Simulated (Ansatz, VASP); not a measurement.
# Ir: VASP beside Ansatz

File INCAR:

```
SYSTEM = Ir
PREC = Accurate ; ENCUT = 520
EDIFF = 1E-6 ; ISMEAR = -1
SIGMA = 0.1 ; LREAL = .FALSE.
LASPH = .TRUE. ; NELM = 150
ALGO = Normal ; ISIF = 2
LWAVE = .FALSE. ; LCHARG = .FALSE.
MAGMOM = 0.707 0.707 0 ; LORBIT = 11
LSORBIT = .TRUE. ; GGA_COMPAT = .FALSE.
LORBMOM = .TRUE. ; LMAXMIX = 4
GGA = PS ; NBANDS = 20
```

Contents of KPOINTS:

```
regular mesh
0
G
  15 15 15
  0 0 0
```

Contents of POSCAR:

```
Ir
1.0
    0.0000000000      1.9527372400      1.9527372400
    1.9527372400      0.0000000000      1.9527372400
    1.9527372400      1.9527372400      0.0000000000
Ir
1
Direct
    0.0000000000      0.0000000000      0.0000000000
```

Input for Ansatz:

```yaml
crystal:
  lattice:
    - [0.0, 1.95273724, 1.95273724]
    - [1.95273724, 0.0, 1.95273724]
    - [1.95273724, 1.95273724, 0.0]
  atoms:
    - { symbol: Ir, position: [0.0, 0.0, 0.0], spin: 1, spin_axis: [0.70711, 0.70711, 0.0] }
  symmetry: { tolerance: 0.0003 }
kpoints:
  mp_grid: { grid: [15, 15, 15], shift: [0, 0, 0] }
  band_path:
    path:
      - [0.0, 0.0, 0.0]
      - [0.5, 0.0, 0.5]
      - [0.625, 0.25, 0.625]
      - [0.375, 0.375, 0.75]
      - [0.0, 0.0, 0.0]
      - [0.5, 0.5, 0.5]
      - [0.5, 0.25, 0.75]
      - [0.5, 0.0, 0.5]
    npoints: 8
magnetization:
  noncollinear: true
  spin_orbit: true
scf:
  occupations: { method: fermi_dirac }
  lower_state_search: "off"
  max_iter: 200
hamiltonian:
  pseudopotentials: { kind: paw_fr }
  xc: pbesol
basis:
  ecutwfc: 420
  fft_grid_basis: typed
output:
  forces: true
  stress: true
  eigenvalues: true
  bader: true
  populations: true
  elf: true
  write_potential: true
  volumetric_format: npy
  dos:
    e_range: [-12, 8]
    de: 0.05
    projected: { site_lists: { Ir: [Ir] } }
    method: { smearing: { sigma: 0.1, scheme: gaussian } }
checkpoint:
  read: saved_state
```

Alike in both runs: task single point; functional PBEsol; k mesh 15 × 15 × 15; non-collinear spin, spin-orbit coupling.

|  | VASP | Ansatz |
| --- | --- | --- |
| version | VASP 6.6.1 | Ansatz 0.2.0 |
| potentials or method | VASP PAW PBE potentials, release 64 (Ir), cutoff 520 eV | PAW plane waves |
| occupations | fermi-dirac, width 0.1 eV | fermi-dirac |
| valence electrons in the cell | 9 | 17 |

```csv
,VASP,Ansatz,Ansatz less VASP
pressure (GPa),-17.5,-18.5,-1.02
net moment per atom (μB),0.00,0.00,0.000
```

VASP's potentials were made for PBE, not for PBEsol. VASP's potentials hold 9 valence electrons a cell and Ansatz's 17, so a difference there can come from the potentials and not from the codes. Ansatz's warnings: seeded moment not kept, stress scf threshold loose.
